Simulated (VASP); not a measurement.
# Ag (Fm-3m) in VASP: single point with PBE

Aim: the single point of Ag with PBE.

Program: VASP 6.6.1. These are calculated values, not measurements. Logs are shortened: lines on timing, memory, paths and dates and some standing lists are left out, and cuts for length are marked.

## Step 1: The cell of the first run

Symmetry: Fm-3m, No. 225, cubic system. The conventional cell has a = 4.085 Å, b = 4.085 Å, c = 4.085 Å, α = 90.00°, β = 90.00°, γ = 90.00°. Within 3.8 Å of Ag (site symmetry m-3m) lie 12 Ag at 2.89 Å.

## Step 2: Single point, PBE

File INCAR:

```
  PREC = Accurate
  ENCUT = 500
  EDIFF = 1E-6
  ISMEAR = -1
  SIGMA = 0.1
  LREAL = False
  LASPH = True
  NELM = 120
  ALGO = Normal
  ISIF = 2
  LWAVE = False
  LCHARG = False
  GGA = PE
  NBANDS = 12
  GGA_COMPAT = False
```

File KPOINTS:

```
Automatic mesh
0
Gamma
  10 10 10
```

File POSCAR:

```
Ag
1.0
    0.0000000000      2.0427500000      2.0427500000
    2.0427500000      0.0000000000      2.0427500000
    2.0427500000      2.0427500000      0.0000000000
Ag
1
Direct
    0.0000000000      0.0000000000      0.0000000000
```

Potentials or basis: VASP PAW PBE potentials, release 64 (Ag).

Command:

```sh
cat potpaw_PBE.64/Ag/POTCAR > POTCAR
mpirun -np 1 vasp_std > vasp.out
```

OUTCAR:

```text
PREC = Accurate
   ENCUT = 500
   EDIFF = 1E-6
   ISMEAR = -1
   LREAL = False
   LASPH = True
   NELM = 120
   ISIF = 2
   GGA = PE

 ion  position               nearest neighbor table
   1  0.000  0.000  0.000-

  LATTYP: Found a face centered cubic cell.
 ALAT       =     4.0855000000

  Lattice vectors:

 A1 = (   0.0000000000,   2.0427500000,   2.0427500000)
 A2 = (   2.0427500000,   0.0000000000,   2.0427500000)
 A3 = (   2.0427500000,   2.0427500000,   0.0000000000)

Analysis of symmetry for initial positions (statically):
=====================================================================
 Subroutine PRICEL returns:
 Original cell was already a primitive cell.

 Routine SETGRP: Setting up the symmetry group for a
 face centered cubic supercell.

 Subroutine GETGRP returns: Found 48 space group operations
 (whereof 48 operations were pure point group operations)
 out of a pool of 48 trial point group operations.

The static configuration has the point symmetry O_h .

Analysis of symmetry for dynamics (positions and initial velocities):
=====================================================================
 Subroutine PRICEL returns:
 Original cell was already a primitive cell.

 Routine SETGRP: Setting up the symmetry group for a
 face centered cubic supercell.

 Subroutine GETGRP returns: Found 48 space group operations
 (whereof 48 operations were pure point group operations)
 out of a pool of 48 trial point group operations.

The dynamic configuration has the point symmetry O_h .

 Subroutine INISYM returns: Found 48 space group operations
 (whereof 48 operations are pure point group operations),
 and found     1 'primitive' translations

----------------------------------------------------------------------------------------

                                     Primitive cell

  volume of cell :      17.0481

  direct lattice vectors                    reciprocal lattice vectors
     0.000000000  2.042750000  2.042750000    -0.244768082  0.244768082  0.244768082
     2.042750000  0.000000000  2.042750000     0.244768082 -0.244768082  0.244768082
     2.042750000  2.042750000  0.000000000     0.244768082  0.244768082 -0.244768082

  length of vectors
     2.888884755  2.888884755  2.888884755     0.423950755  0.423950755  0.423950755

  position of ions in fractional coordinates (direct lattice)
     0.000000000  0.000000000  0.000000000

  ion indices of the primitive-cell ions
   primitive index   ion index
                 1           1

----------------------------------------------------------------------------------------

 KPOINTS: Automatic mesh

Automatic generation of k-mesh.
 Grid dimensions read from file:
 generate k-points for:   10   10   10

 Generating k-lattice:

  Cartesian coordinates                     Fractional coordinates (reciprocal lattice)
    -0.024476808  0.024476808  0.024476808     0.100000000  0.000000000  0.000000000
     0.024476808 -0.024476808  0.024476808     0.000000000  0.100000000  0.000000000
     0.024476808  0.024476808 -0.024476808     0.000000000  0.000000000  0.100000000

  Length of vectors
     0.042395075  0.042395075  0.042395075

  Shift w.r.t. Gamma in fractional coordinates (k-lattice)
     0.000000000  0.000000000  0.000000000

 Subroutine IBZKPT returns following result:
 ===========================================

 Found     47 irreducible k-points:

 Following reciprocal coordinates:
            Coordinates               Weight
  0.000000  0.000000  0.000000      1.000000
  0.100000  0.000000  0.000000      8.000000
  0.200000  0.000000  0.000000      8.000000
  0.300000  0.000000  0.000000      8.000000
  0.400000  0.000000  0.000000      8.000000
  0.500000  0.000000  0.000000      4.000000
[... 16 lines left out ...]
  0.300000  0.300000  0.000000      6.000000
  0.400000  0.300000  0.000000     24.000000
 [... further k-points ...]
   k-points           NKPTS =     47   k-points in BZ     NKDIM =     47   number of bands    NBANDS=     12
   number of dos      NEDOS =    301   number of ions     NIONS =      1
   total plane-waves  NPLWV =  13824
   dimension x,y,z NGX =    24 NGY =   24 NGZ =   24
   dimension x,y,z NGXF=    48 NGYF=   48 NGZF=   48
   ions per type =               1
   NGX,Y,Z   is equivalent  to a cutoff of  13.81, 13.81, 13.81 a.u.
   NGXF,Y,Z  is equivalent  to a cutoff of  27.62, 27.62, 27.62 a.u.
 SYSTEM =  unknown system
   PREC   = accura    normal or accurate (medium, high low for compatibility)
   ISTART =      0    job   : 0-new  1-cont  2-samecut
   ICHARG =      2    charge: 1-file 2-atom 10-const
   ISPIN  =      1    spin polarized calculation?
   LNONCOLLINEAR =      F non collinear calculations
   LSORBIT =      F    spin-orbit coupling
   LASPH  =      T    aspherical Exc in radial PAW
   ENCUT  =  500.0 eV  36.75 Ry    6.06 a.u.   5.27  5.27  5.27*2*pi/ulx,y,z
   NELM   =    120;   NELMIN=  2; NELMDL= -5     # of ELM steps
   EDIFF  = 0.1E-05   stopping-criterion for ELM
   LREAL  =      F    real-space projection
   EDIFFG = 0.1E-04   stopping-criterion for IOM
   NSW    =      0    number of steps for IOM
   IBRION =     -1    ionic relax: 0-MD 1-quasi-New 2-CG
   NFREE  =      0    steps in history (QN), initial steepest desc. (CG)
   ISIF   =      2    stress and relaxation
   ISYM   =      2    0-nonsym 1-usesym 2-fastsym
   POTIM  = 0.5000    time-step for ionic-motion
   TEBEG  =    0.0;   TEEND  =   0.0 temperature during run
   PSTRESS=    0.0 pullay stress
   NELECT =      11.0000    total number of electrons
   NUPDOWN=      -1.0000    fix difference up-down
   EMIN   =  10.00;   EMAX   =-10.00  energy-range for DOS
   EFERMI =   0.00;   METHOD = LEGACY
   ISMEAR =    -1;   SIGMA  =   0.10  broadening in eV -4-tet -1-fermi 0-gaus
   EFERMI_NEDOS =   21; number of points for ismear=-14 and -15
   IALGO  =     38    algorithm
   IMIX   =      4    mixing-type and parameters
     AMIX     =   0.40;   BMIX     =  1.00
     AMIX_MAG =   1.60;   BMIX_MAG =  1.00
  volume/ion in A,a.u.               =      17.05       115.05
  Fermi-wavevector in a.u.,A,eV,Ry     =   1.414644  2.673290 27.228221  2.001218
  Thomas-Fermi vector in A             =   2.536165
   LORBIT       =      0    0 simple, 1 ext, 2 COOP (PROOUT), +10 PAW based schemes
   GGA     = PE    functional components
   LHFCALC =     F    Hartree Fock is set to
   AEXX    =    0.0000 exact exchange contribution
   IVDW    =     0    specifies the selected vdW correction
   LEPSILON=     F    determine dielectric tensor
   LRPA    =     F    only Hartree local field effects (RPA)
 non-spin polarized calculation
  energy-cutoff  :      500.00
  volume of cell :       17.05
 maximum number of plane-waves:       444
 NGX is ok and might be reduce to    24
   NGX = 11   NGY = 11   NGZ = 11

 number of electron      10.9999999 magnetization

 Free energy of the ion-electron system (eV)
  ---------------------------------------------------
  ext. energy  EPLUGINS =         0.00000000
  ---------------------------------------------------
  free energy    TOTEN  =        -2.69853857 eV

  energy without entropy =       -2.68631766  energy(sigma->0) =       -2.69242811

 E-fermi :   8.3650     XC(G=0): -12.2102

 val. band max:        8.1592621062   @ k =   0.5000   0.2000   0.1000
 cond. band min:       8.4895806355   @ k =   0.5000   0.3000   0.1000
 fundamental gap:      0.3303185293
 Fermi energy:         8.3649653722

 k-point     1 :       0.0000    0.0000    0.0000
  band No.  band energies     occupation
      1       0.6635      2.00000
      2       3.6279      2.00000
      3       3.6279      2.00000
      4       3.6279      2.00000
      5       4.6625      2.00000
      6       4.6625      2.00000
      7      24.4575      0.00000
      8      28.0366      0.00000
      9      28.0366      0.00000
     10      28.0366      0.00000
     11      32.8420      0.00000
     12      33.9866      0.00000

 k-point     2 :       0.1000    0.0000    0.0000
  band No.  band energies     occupation
      1       0.9708      2.00000
      2       3.5636      2.00000
      3       3.7089      2.00000
      4       3.7089      2.00000
      5       4.6349      2.00000
      6       4.6349      2.00000
      7      24.3597      0.00000
      8      26.0239      0.00000
      9      28.1546      0.00000
     10      28.1546      0.00000
     11      32.3056      0.00000
     12      33.5731      0.00000

 k-point     3 :       0.2000    0.0000    0.0000
  band No.  band energies     occupation
      1       1.7293      2.00000
      2       3.5756      2.00000
      3       3.8314      2.00000
      4       3.8314      2.00000
      5       4.6711      2.00000
      6       4.6711      2.00000
      7      21.5026      0.00000
      8      25.2765      0.00000
      9      28.2543      0.00000
     10      28.2543      0.00000
     11      31.1783      0.00000
     12      32.3172      0.00000

 k-point     4 :       0.3000    0.0000    0.0000
  band No.  band energies     occupation
      1       2.1565      2.00000
      2       3.7811      2.00000
      3       3.7811      2.00000
      4       4.5176      2.00000
      5       4.9577      2.00000
      6       4.9577      2.00000
      7      17.6528      0.00000
      8      24.6826      0.00000
      9      27.7025      0.00000
     10      27.7025      0.00000
     11      31.4110      0.00000
     12      31.4110      0.00000

 k-point     5 :       0.4000    0.0000    0.0000
  band No.  band energies     occupation
      1       2.0944      2.00000
      2       3.6593      2.00000
      3       3.6593      2.00000
      4       5.3074      2.00000
      5       5.3074      2.00000
      6       6.5009      2.00000
      7      14.0845      0.00000
      8      23.9705      0.00000
      9      26.7386      0.00000
     10      26.7386      0.00000
     11      31.2722      0.00000
     12      31.2722      0.00000
[... 228 lines left out ...]
      1       2.8109      2.00000
      2       3.4032      2.00000
      3       3.9324      2.00000
      4       4.1424      2.00000
      5       4.8219      2.00000
      6       7.8960      1.98178
      7      16.0370      0.00000
      8      19.5853      0.00000
      9      25.4377      0.00000
     10      26.2552      0.00000
     11      31.4041      0.00000
     12      33.4698      0.00000

 k-point    22 :      -0.2000    0.2000    0.0000
  band No.  band energies     occupation
      1       2.8963      2.00000
      2       3.2160      2.00000
      3       3.7965      2.00000
      4       4.2533      2.00000
      5       4.3524      2.00000
      6       6.2540      2.00000
      7      19.5976      0.00000
      8      19.9610      0.00000
      9      26.5497      0.00000
     10      28.6719      0.00000
     11      29.4375      0.00000
     12      33.7463      0.00000

 k-point    23 :       0.3000    0.3000    0.0000
  band No.  band energies     occupation
      1       2.4723      2.00000
      2       2.6080      2.00000
      3       4.8189      2.00000
      4       4.8189      2.00000
      5       5.1520      2.00000
      6       5.4730      2.00000
      7      21.7980      0.00000
      8      21.7980      0.00000
      9      22.1633      0.00000
     10      25.2907      0.00000
     11      25.9502      0.00000
     12      37.0726      0.00000

 k-point    24 :       0.4000    0.3000    0.0000
  band No.  band energies     occupation
      1       2.3992      2.00000
      2       2.5353      2.00000
      3       4.7349      2.00000
      4       4.8847      2.00000
      5       5.4123      2.00000
      6       7.2038      1.99998
      7      18.9696      0.00000
      8      20.0854      0.00000
      9      20.9863      0.00000
     10      25.4331      0.00000
     11      27.5219      0.00000
     12      36.9830      0.00000

 [... further k-points ...]

------------------------ aborting loop because EDIFF is reached ----------------------------------------

  FORCE on cell =-STRESS in cart. coord.  units (eV):
  Direction    XX          YY          ZZ          XY          YZ          ZX
  --------------------------------------------------------------------------------------
  -------------------------------------------------------------------------------------
  Total        0.5195041      0.5195041      0.5195041     -0.0000000      0.0000000     -0.0000000
  in kB       48.8229386     48.8229386     48.8229386     -0.0000000      0.0000000     -0.0000000
  external PRESSURE =      48.8229386 kB  Pullay stress =       0.0000000 kB

 VOLUME and BASIS-vectors are now :
 -----------------------------------------------------------------------------
  energy-cutoff  :      500.00
  volume of cell :       17.05
      direct lattice vectors                 reciprocal lattice vectors
     0.000000000  2.042750000  2.042750000    -0.244768082  0.244768082  0.244768082
     2.042750000  0.000000000  2.042750000     0.244768082 -0.244768082  0.244768082
     2.042750000  2.042750000  0.000000000     0.244768082  0.244768082 -0.244768082

 POSITION                                       TOTAL-FORCE (eV/Angst)
 -----------------------------------------------------------------------------------
      0.00000      0.00000      0.00000        -0.000000     -0.000000      0.000000
 -----------------------------------------------------------------------------------
    total drift:                               -0.000000      0.000000     -0.000000

  FREE ENERGIE OF THE ION-ELECTRON SYSTEM (eV)
  ---------------------------------------------------
  free  energy   TOTEN  =        -2.6985385664 eV

  energy  without entropy=       -2.6863176620  energy(sigma->0) =       -2.69242811
```

Run time: 15 s. Hardware: 1 thread of Intel Xeon 8259CL, shared host; peak memory 0.14 GiB.

What came out:

| Quantity | Value |
| --- | --- |
| Free energy | -2.6985 eV |
| Pressure | 4.9 GPa |
| Band gap on the k mesh | zero (an odd number of electrons rules out a gap without spin polarisation) |

Caveat: the cell stands under pressure.

The gap in the log of VASP goes by the Fermi energy; the results here count the filled bands.